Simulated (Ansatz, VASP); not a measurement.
## K2S: VASP beside Ansatz

File INCAR:

```
  ALGO = Normal
  EDIFF = 1E-6
  ENCUT = 500
  GGA = PE
  GGA_COMPAT = F
  ISIF = 2
  ISMEAR = 0
  LASPH = T
  LCHARG = F
  LREAL = F
  LWAVE = F
  NBANDS = 19
  NELM = 120
  PREC = Accurate
  SIGMA = 0.01
```

The input KPOINTS:

```
k-points
0
Gamma
  6 6 6
```

Contents of POSCAR:

```
K2S
1.0
    0.0000000000      3.7675696502      3.7675696502
    3.7675696502      0.0000000000      3.7675696502
    3.7675696502      3.7675696502      0.0000000000
K S
2 1
Direct
    0.2500000000      0.2500000000      0.2500000000
    0.7500000000      0.7500000000      0.7500000000
    0.0000000000      0.0000000000      0.0000000000
```

Input for Ansatz:

```yaml
crystal:
  lattice:
    - [0.0, 3.7675696502, 3.7675696502]
    - [3.7675696502, 0.0, 3.7675696502]
    - [3.7675696502, 3.7675696502, 0.0]
  atoms:
    - { symbol: K, position: [0.25, 0.25, 0.25] }
    - { symbol: K, position: [0.75, 0.75, 0.75] }
    - { symbol: S, position: [0.0, 0.0, 0.0] }
kpoints:
  mp_grid: { grid: [6, 6, 6] }
hamiltonian:
  xc: pbe
scf:
  occupations: { method: fixed }
  n_extra_bands: 4
output:
  forces: true
  stress: true
  eigenvalues: true
```

Alike in both runs: task single point; functional PBE; k mesh 6 × 6 × 6; no spin polarisation.

|  | VASP | Ansatz |
| --- | --- | --- |
| version | VASP 6.6.1 | Ansatz 0.2.0 |
| potentials or method | VASP PAW PBE potentials, release 64 (K_sv, S) | plane waves, PAW |
| plane-wave cutoff (eV) | 500 | 420 |
| occupations | gaussian, width 0.01 eV | fixed |
| valence electrons in the cell | 24 | 24 |

```tsv
	VASP	Ansatz	Ansatz less VASP
gap on the k mesh at the Fermi level (eV)	2.25	2.25	+0.002
pressure (GPa)	-0.5	-0.5	-0.02
```
